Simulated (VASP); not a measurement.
# C (Im-3m) in VASP: further runs

The runs below take C through density of states, with LDA.

Everything below comes from runs of VASP 6.6.1. Logs are shortened: lines on timing, memory, paths and dates and some standing lists are left out, and cuts for length are marked.

## (1) The cell of the first run

Symmetry: Im-3m, No. 229, cubic system. Conventional cell: a = 1.783 Å, b = 1.783 Å, c = 1.783 Å, α = 90.00°, β = 90.00°, γ = 90.00°. Within 2.1 Å of C (site symmetry m-3m) lie 14 C at 1.54 to 1.78 Å.

## (2) Density of states, LDA (volume scaled by 0.45)

The input, POSCAR:

```
C
1.0
   -0.8916841348      0.8916841348      0.8916841348
    0.8916841348     -0.8916841348      0.8916841348
    0.8916841348      0.8916841348     -0.8916841348
C
1
Direct
    0.0000000000      0.0000000000      0.0000000000
```

The input, INCAR.step1:

```
SYSTEM = C
PREC = Accurate
ENCUT = 520
EDIFF = 1E-6
ISMEAR = -1
SIGMA = 0.1
LREAL = .False.
LASPH = .True.
NELM = 80
ALGO = Normal
ISIF = 2
LWAVE = .False.
LCHARG = .True.
NBANDS = 8
```

The input, KPOINTS.step1:

```
regular mesh
0
Gamma
  22 22 22
  0 0 0
```

The input, INCAR.step2:

```
SYSTEM = C
PREC = Accurate
ENCUT = 520
EDIFF = 1E-6
ISMEAR = -5
SIGMA = 0.1
LREAL = .False.
LASPH = .True.
NELM = 80
ALGO = Normal
ISIF = 2
LWAVE = .False.
LCHARG = .False.
LORBIT = 11
NEDOS = 2001
ICHARG = 11
```

The input, KPOINTS.step2:

```
regular mesh
0
Gamma
  33 33 33
  0 0 0
```

Potentials or basis: VASP PAW LDA potentials, release 64 (C).

On the command line:

```
cat potpaw_LDA.64/C/POTCAR > POTCAR
cp INCAR.step1 INCAR
cp KPOINTS.step1 KPOINTS
mpirun -np 1 vasp_std > vasp.out
cp INCAR.step2 INCAR
cp KPOINTS.step2 KPOINTS
mpirun -np 1 vasp_std > vasp.out
```

OUTCAR:

```text
SYSTEM = C
   PREC = Accurate
   ENCUT = 520
   EDIFF = 1E-6
   ISMEAR = -5
   LREAL = .False.
   LASPH = .True.
   NELM = 80
   ISIF = 2
   LORBIT = 11
   ICHARG = 11

 ion  position               nearest neighbor table
   1  0.000  0.000  0.000-

  LATTYP: Found a body centered cubic cell.
 ALAT       =     1.7833682696

  Lattice vectors:

 A1 = (  -0.8916841348,   0.8916841348,   0.8916841348)
 A2 = (   0.8916841348,  -0.8916841348,   0.8916841348)
 A3 = (   0.8916841348,   0.8916841348,  -0.8916841348)

Analysis of symmetry for initial positions (statically):
=====================================================================
 Subroutine PRICEL returns:
 Original cell was already a primitive cell.

 Routine SETGRP: Setting up the symmetry group for a
 body centered cubic supercell.

 Subroutine GETGRP returns: Found 48 space group operations
 (whereof 48 operations were pure point group operations)
 out of a pool of 48 trial point group operations.

The static configuration has the point symmetry O_h .

Analysis of symmetry for dynamics (positions and initial velocities):
=====================================================================
 Subroutine PRICEL returns:
 Original cell was already a primitive cell.

 Routine SETGRP: Setting up the symmetry group for a
 body centered cubic supercell.

 Subroutine GETGRP returns: Found 48 space group operations
 (whereof 48 operations were pure point group operations)
 out of a pool of 48 trial point group operations.

The dynamic configuration has the point symmetry O_h .

 Subroutine INISYM returns: Found 48 space group operations
 (whereof 48 operations are pure point group operations),
 and found     1 'primitive' translations

----------------------------------------------------------------------------------------

                                     Primitive cell

  volume of cell :       2.8359

  direct lattice vectors                    reciprocal lattice vectors
    -0.891684135  0.891684135  0.891684135     0.000000000  0.560736678  0.560736678
     0.891684135 -0.891684135  0.891684135     0.560736678  0.000000000  0.560736678
     0.891684135  0.891684135 -0.891684135     0.560736678  0.560736678  0.000000000

  length of vectors
     1.544442226  1.544442226  1.544442226     0.793001416  0.793001416  0.793001416

  position of ions in fractional coordinates (direct lattice)
     0.000000000  0.000000000  0.000000000

  ion indices of the primitive-cell ions
   primitive index   ion index
                 1           1

----------------------------------------------------------------------------------------

 KPOINTS: regular mesh

Automatic generation of k-mesh.
 Grid dimensions read from file:
 generate k-points for:   33   33   33

 Generating k-lattice:

  Cartesian coordinates                     Fractional coordinates (reciprocal lattice)
     0.000000000  0.016992021  0.016992021     0.030303030  0.000000000  0.000000000
     0.016992021  0.000000000  0.016992021     0.000000000  0.030303030  0.000000000
     0.016992021  0.016992021  0.000000000     0.000000000  0.000000000  0.030303030

  Length of vectors
     0.024030346  0.024030346  0.024030346

  Shift w.r.t. Gamma in fractional coordinates (k-lattice)
     0.000000000  0.000000000  0.000000000

 TETIRR: Found  43590 inequivalent tetrahedra from   215622

 Subroutine IBZKPT returns following result:
 ===========================================

 Found    969 irreducible k-points:

 Following reciprocal coordinates:
            Coordinates               Weight
  0.000000  0.000000  0.000000      1.000000
  0.030303  0.000000  0.000000     12.000000
  0.060606  0.000000  0.000000     12.000000
  0.090909  0.000000  0.000000     12.000000
  0.121212  0.000000  0.000000     12.000000
  0.151515  0.000000  0.000000     12.000000
[... 16 lines left out ...]
  0.181818  0.030303 -0.000000     48.000000
  0.212121  0.030303  0.000000     48.000000
 [... further k-points ...]
   k-points           NKPTS =    969   k-points in BZ     NKDIM =    969   number of bands    NBANDS=      6
   number of dos      NEDOS =   2001   number of ions     NIONS =      1
   total plane-waves  NPLWV =   1728
   dimension x,y,z NGX =    12 NGY =   12 NGZ =   12
   dimension x,y,z NGXF=    24 NGYF=   24 NGZF=   24
   ions per type =               1
   NGX,Y,Z   is equivalent  to a cutoff of  12.92, 12.92, 12.92 a.u.
   NGXF,Y,Z  is equivalent  to a cutoff of  25.83, 25.83, 25.83 a.u.
 SYSTEM =  C
   PREC   = accura    normal or accurate (medium, high low for compatibility)
   ISTART =      0    job   : 0-new  1-cont  2-samecut
   ICHARG =     11    charge: 1-file 2-atom 10-const
   ISPIN  =      1    spin polarized calculation?
   LNONCOLLINEAR =      F non collinear calculations
   LSORBIT =      F    spin-orbit coupling
   LASPH  =      T    aspherical Exc in radial PAW
   ENCUT  =  520.0 eV  38.22 Ry    6.18 a.u.   2.87  2.87  2.87*2*pi/ulx,y,z
   NELM   =     80;   NELMIN=  2; NELMDL=  0     # of ELM steps
   EDIFF  = 0.1E-05   stopping-criterion for ELM
   LREAL  =      F    real-space projection
   EDIFFG = 0.1E-04   stopping-criterion for IOM
   NSW    =      0    number of steps for IOM
   IBRION =     -1    ionic relax: 0-MD 1-quasi-New 2-CG
   NFREE  =      0    steps in history (QN), initial steepest desc. (CG)
   ISIF   =      2    stress and relaxation
   ISYM   =      2    0-nonsym 1-usesym 2-fastsym
   POTIM  = 0.5000    time-step for ionic-motion
   TEBEG  =    0.0;   TEEND  =   0.0 temperature during run
   PSTRESS=    0.0 pullay stress
   NELECT =       4.0000    total number of electrons
   NUPDOWN=      -1.0000    fix difference up-down
   EMIN   =  10.00;   EMAX   =-10.00  energy-range for DOS
   EFERMI =   0.00;   METHOD = LEGACY
   ISMEAR =    -5;   SIGMA  =   0.10  broadening in eV -4-tet -1-fermi 0-gaus
   EFERMI_NEDOS =   21; number of points for ismear=-14 and -15
   IALGO  =     38    algorithm
   IMIX   =      4    mixing-type and parameters
     AMIX     =   0.40;   BMIX     =  1.00
     AMIX_MAG =   1.60;   BMIX_MAG =  1.00
  volume/ion in A,a.u.               =       2.84        19.14
  Fermi-wavevector in a.u.,A,eV,Ry     =   1.835962  3.469466 45.861948  3.370758
  Thomas-Fermi vector in A             =   2.889254
   LORBIT       =     11    0 simple, 1 ext, 2 COOP (PROOUT), +10 PAW based schemes
   GGA     = CA    functional components
   LHFCALC =     F    Hartree Fock is set to
   AEXX    =    0.0000 exact exchange contribution
   IVDW    =     0    specifies the selected vdW correction
   LEPSILON=     F    determine dielectric tensor
   LRPA    =     F    only Hartree local field effects (RPA)
 non-spin polarized calculation
 Fermi weights with tetrahedron method with Bloechl corrections
  energy-cutoff  :      520.00
  volume of cell :        2.84
 maximum number of plane-waves:        83

 number of electron       4.0000001 magnetization

 Free energy of the ion-electron system (eV)
  ---------------------------------------------------
  ext. energy  EPLUGINS =         0.00000000
  ---------------------------------------------------
  free energy    TOTEN  =        -1.09826543 eV

  energy without entropy =       -1.09826543  energy(sigma->0) =       -1.09826543

 E-fermi :  25.7429     XC(G=0): -17.6582

 val. band max:       25.7972477137   @ k =  -0.3333   0.3333   0.2727
 cond. band min:      25.6739937693   @ k =   0.2424   0.2121   0.0909
 fundamental gap:     -0.1232539445
 Fermi energy:        25.7428578083

 k-point     1 :       0.0000    0.0000    0.0000
  band No.  band energies     occupation
      1      -9.9655      2.00000
      2      45.5830      0.00000
      3      45.5830      0.00000
      4      45.5830      0.00000
      5      76.7254      0.00000
      6      76.7254      0.00000

 k-point     2 :       0.0303    0.0000    0.0000
  band No.  band energies     occupation
      1      -9.8995      2.00000
      2      45.3777      0.00000
      3      45.4095      0.00000
      4      45.5412      0.00000
      5      75.9560      0.00000
      6      76.0551      0.00000

 k-point     3 :       0.0606    0.0000    0.0000
  band No.  band energies     occupation
      1      -9.7016      2.00000
      2      44.7542      0.00000
      3      44.9127      0.00000
      4      45.4167      0.00000
      5      73.9302      0.00000
      6      74.2323      0.00000

 k-point     4 :       0.0909    0.0000    0.0000
  band No.  band energies     occupation
      1      -9.3719      2.00000
      2      43.6966      0.00000
      3      44.1543      0.00000
      4      45.2124      0.00000
      5      71.3036      0.00000
      6      72.2272      0.00000

 k-point     5 :       0.1212    0.0000    0.0000
  band No.  band energies     occupation
      1      -8.9105      2.00000
      2      42.2031      0.00000
      3      43.2122      0.00000
      4      44.9354      0.00000
      5      68.9367      0.00000
      6      70.2086      0.00000

 k-point     6 :       0.1515    0.0000    0.0000
  band No.  band energies     occupation
      1      -8.3184      2.00000
      2      40.2798      0.00000
      3      42.1595      0.00000
      4      44.5910      0.00000
      5      67.0307      0.00000
      6      68.2744      0.00000

 k-point     7 :       0.1818    0.0000    0.0000
  band No.  band energies     occupation
      1      -7.5951      2.00000
      2      38.0063      0.00000
      3      41.0659      0.00000
      4      44.1986      0.00000
      5      65.6204      0.00000
      6      66.4653      0.00000

 k-point     8 :       0.2121    0.0000    0.0000
  band No.  band energies     occupation
      1      -6.7423      2.00000
      2      35.4613      0.00000
      3      39.9765      0.00000
      4      43.7611      0.00000
      5      64.6435      0.00000
      6      64.8007      0.00000
[... 91 lines left out ...]
 k-point    19 :       0.0606    0.0303    0.0000
  band No.  band energies     occupation
      1      -9.5038      2.00000
      2      44.0854      0.00000
      3      44.5673      0.00000
      4      45.2064      0.00000
      5      72.3183      0.00000
      6      72.8873      0.00000

 k-point    20 :       0.0909    0.0303    0.0000
  band No.  band energies     occupation
      1      -9.1082      2.00000
      2      42.8808      0.00000
      3      43.6511      0.00000
      4      44.9467      0.00000
      5      69.8866      0.00000
      6      70.9670      0.00000

 k-point    21 :       0.1212    0.0303    0.0000
  band No.  band energies     occupation
      1      -8.5814      2.00000
      2      41.2386      0.00000
      3      42.5886      0.00000
      4      44.6205      0.00000
      5      67.8070      0.00000
      6      69.1010      0.00000

 k-point    22 :       0.1515    0.0303    0.0000
  band No.  band energies     occupation
      1      -7.9236      2.00000
      2      39.1715      0.00000
      3      41.4750      0.00000
      4      44.2322      0.00000
      5      66.1944      0.00000
      6      67.3359      0.00000

 k-point    23 :       0.1818    0.0303   -0.0000
  band No.  band energies     occupation
      1      -7.1353      2.00000
      2      36.7702      0.00000
      3      40.3621      0.00000
      4      43.7935      0.00000
      5      65.0400      0.00000
      6      65.6944      0.00000

 k-point    24 :       0.2121    0.0303    0.0000
  band No.  band energies     occupation
      1      -6.2183      2.00000
      2      34.1387      0.00000
      3      39.2841      0.00000
      4      43.3254      0.00000
      5      64.1809      0.00000
      6      64.2875      0.00000

 [... further k-points ...]

------------------------ aborting loop because EDIFF is reached ----------------------------------------

  FORCE on cell =-STRESS in cart. coord.  units (eV):
  Direction    XX          YY          ZZ          XY          YZ          ZX
  --------------------------------------------------------------------------------------
  -------------------------------------------------------------------------------------
  Total       14.4435051     14.4435051     14.4435051      0.0000000      0.0000000      0.0000000
  in kB     8159.9983832   8159.9983832   8159.9983832      0.0000000      0.0000000      0.0000000
  external PRESSURE =    8159.9983832 kB  Pullay stress =       0.0000000 kB

 VOLUME and BASIS-vectors are now :
 -----------------------------------------------------------------------------
  energy-cutoff  :      520.00
  volume of cell :        2.84
      direct lattice vectors                 reciprocal lattice vectors
    -0.891684135  0.891684135  0.891684135     0.000000000  0.560736678  0.560736678
     0.891684135 -0.891684135  0.891684135     0.560736678  0.000000000  0.560736678
     0.891684135  0.891684135 -0.891684135     0.560736678  0.560736678  0.000000000

 POSITION                                       TOTAL-FORCE (eV/Angst)
 -----------------------------------------------------------------------------------
      0.00000      0.00000      0.00000         0.000000      0.000000     -0.000000
 -----------------------------------------------------------------------------------
    total drift:                                0.000000      0.000000      0.000000

  FREE ENERGIE OF THE ION-ELECTRON SYSTEM (eV)
  ---------------------------------------------------
  free  energy   TOTEN  =        -1.0982654307 eV

  energy  without entropy=       -1.0982654307  energy(sigma->0) =       -1.09826543

 total charge

# of ion       s       p       d       tot
------------------------------------------
    1        0.981   1.928   0.000   2.910
```

Run time: 17 s. Hardware: 1 thread of Intel Xeon 6975P-C (Granite Rapids), shared host; peak memory 0.16 GiB.

What came out:

| Item | Value |
| --- | --- |
| Valence electrons inside the program's atomic spheres | C 2.91 |

Levels at points of the mesh, in eV from the Fermi level:
```csv
k point,band 1,band 2,band 3,band 4,band 5,band 6
"(0.00, 0.00, 0.00)",-35.71,19.84,19.84,19.84,50.98,50.98
```

Caveat: the cell differs from its parent crystal (volume scaled by 0.45); tetrahedron occupations give inexact forces and stress in metals.

## (3) Density of states, LDA

This run uses another cell than the first one, of 6.30 Å³/atom, 2.222 times its volume.

The input, POSCAR:

```
C
1.0
   -1.1636084552      1.1636084552      1.1636084552
    1.1636084552     -1.1636084552      1.1636084552
    1.1636084552      1.1636084552     -1.1636084552
C
1
Direct
    0.0000000000      0.0000000000      0.0000000000
```

The input, INCAR.step1:

```
SYSTEM = C
ALGO = Normal
EDIFF = 1E-6
ENCUT = 520
ISIF = 2
ISMEAR = -1
LASPH = .True.
LCHARG = .True.
LREAL = .False.
LWAVE = .False.
NBANDS = 8
NELM = 60
PREC = Accurate
SIGMA = 0.1
```

The input, KPOINTS.step1:

```
k-points
0
Gamma
  22 22 22
  0 0 0
```

The input, INCAR.step2:

```
SYSTEM = C
ALGO = Normal
EDIFF = 1E-6
ENCUT = 520
ICHARG = 11
ISIF = 2
ISMEAR = -5
LASPH = .True.
LCHARG = .False.
LORBIT = 10
LREAL = .False.
LWAVE = .False.
NBANDS = 8
NEDOS = 2001
NELM = 60
PREC = Accurate
SIGMA = 0.1
```

The input, KPOINTS.step2:

```
k-points
0
Gamma
  33 33 33
  0 0 0
```

Potentials or basis: VASP PAW LDA potentials, release 64 (C).

On the command line:

```
cat potpaw_LDA.64/C/POTCAR > POTCAR
cp INCAR.step1 INCAR
cp KPOINTS.step1 KPOINTS
mpirun -np 1 vasp_std > vasp.out
cp INCAR.step2 INCAR
cp KPOINTS.step2 KPOINTS
mpirun -np 1 vasp_std > vasp.out
```

Run time: 26 s. Hardware: 1 thread of Intel Xeon 6975P-C (Granite Rapids), shared host; peak memory 0.2 GiB.

Results (log left out):

- Valence electrons inside the program's atomic spheres: C 2.13

Levels at points of the mesh, in eV from the Fermi level:
```tsv
k point	band 1	band 2	band 3	band 4	band 5
(0.00, 0.00, 0.00)	-20.27	9.50	9.50	9.50	34.27
```

Caveat: tetrahedron occupations give inexact forces and stress in metals.

## (4) Density of states, LDA

This run uses another cell than the first one, of 6.30 Å³/atom, 2.222 times its volume.

POSCAR is that of step 3.

The input, INCAR.step1:

```
PREC = Accurate
ENCUT = 520
EDIFF = 1E-6
ISMEAR = -1
SIGMA = 0.1
LREAL = F
LASPH = T
NELM = 80
ALGO = Normal
ISIF = 2
LWAVE = F
LCHARG = T
GGA = CA
NBANDS = 8
```

The input, KPOINTS.step1:

```
Automatic mesh
0
Gamma
  22 22 22
```

The input, INCAR.step2:

```
PREC = Accurate
ENCUT = 520
EDIFF = 1E-6
ISMEAR = -5
SIGMA = 0.1
LREAL = F
LASPH = T
NELM = 80
ALGO = Normal
ISIF = 2
LWAVE = F
LCHARG = F
GGA = CA
LORBIT = 10
NEDOS = 1001
ICHARG = 11
```

The input, KPOINTS.step2:

```
Automatic mesh
0
Gamma
  33 33 33
```

On the command line:

```
cat potpaw_LDA.64/C/POTCAR > POTCAR
cp INCAR.step1 INCAR
cp KPOINTS.step1 KPOINTS
mpirun -np 1 vasp_std > vasp.out
cp INCAR.step2 INCAR
cp KPOINTS.step2 KPOINTS
mpirun -np 1 vasp_std > vasp.out
```

It took 22 s on 1 thread of Intel Xeon 6975P-C (Granite Rapids), shared host; peak memory 0.18 GiB.

The run converged. Its results:

```yaml
Valence_electrons_inside_the_program's_atomic_spheres: C 2.13
```

Levels at points of the mesh, in eV from the Fermi level:
```tsv
k point	band 1	band 2	band 3	band 4	band 5
(0.00, 0.00, 0.00)	-20.27	9.50	9.50	9.50	34.27
```

Caveat: tetrahedron occupations give inexact forces and stress in metals.
